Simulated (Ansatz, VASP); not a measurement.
## Two plane-wave programs on NaCl

Contents of INCAR:

```
PREC = Accurate
ENCUT = 400
EDIFF = 1E-8
ISMEAR = -1
SIGMA = 0.03
LREAL = F
LASPH = T
NELM = 120
ALGO = Normal
ISIF = 2
LWAVE = F
LCHARG = F
GGA = PS
LEFG = T
NBANDS = 14
GGA_COMPAT = F
```

KPOINTS

```
regular mesh
0
Gamma
  8 8 8
```

Contents of POSCAR:

```
NaCl
1.0
    0.0000000000      2.8317500000      2.8317500000
    2.8317500000      0.0000000000      2.8317500000
    2.8317500000      2.8317500000      0.0000000000
Na Cl
1 1
Direct
    0.0000000000      0.0000000000      0.0000000000
    0.5000000000      0.5000000000      0.5000000000
```

Input for Ansatz:

```yaml
crystal:
  lattice:
    - [0.0, 2.83175, 2.83175]
    - [2.83175, 0.0, 2.83175]
    - [2.83175, 2.83175, 0.0]
  atoms:
    - { symbol: Na, position: [0.0, 0.0, 0.0] }
    - { symbol: Cl, position: [0.5, 0.5, 0.5] }
kpoints:
  mp_grid: { grid: [8, 8, 8] }
  band_path:
    path:
      - [0.0, 0.0, 0.0]
      - [0.5, 0.0, 0.5]
      - [0.625, 0.25, 0.625]
      - [0.375, 0.375, 0.75]
      - [0.0, 0.0, 0.0]
      - [0.5, 0.5, 0.5]
      - [0.5, 0.25, 0.75]
      - [0.5, 0.0, 0.5]
    npoints: 5
scf:
  occupations: { method: fermi_dirac, width: 0.03 }
hamiltonian:
  xc: pbesol
  pseudopotentials: { kind: paw }
output:
  forces: true
  stress: true
  eigenvalues: true
  efg: { contact_densities: true }
```

Alike in both runs: task electric field gradients; functional PBEsol; k mesh 8 × 8 × 8; occupations fermi-dirac, width 0.03 eV; no spin polarisation.

|  | VASP | Ansatz |
| --- | --- | --- |
| version | VASP 6.6.1 | Ansatz 0.2.0 |
| potentials or method | VASP PAW PBE potentials, release 64 (Na_pv, Cl) | PAW with Ansatz's default frozen-core files, scalar-relativistic |
| plane-wave cutoff (eV) | 400 | 420 |
| valence electrons in the cell | 14 | 16 |

Ansatz gave:

* gap on the k mesh at the Fermi level (eV): 4.89
* pressure (GPa): -0.8

Task: What did VASP give for the same quantities?

Result: gap on the k mesh at the Fermi level (eV): 4.89; pressure (GPa): -0.9.

VASP's potentials were made for PBE, not for PBEsol. With one functional, cell and mesh, what is left measures potentials, basis and numerics. VASP's potentials hold 14 valence electrons a cell and Ansatz's 16, so a difference there can come from the potentials and not from the codes.
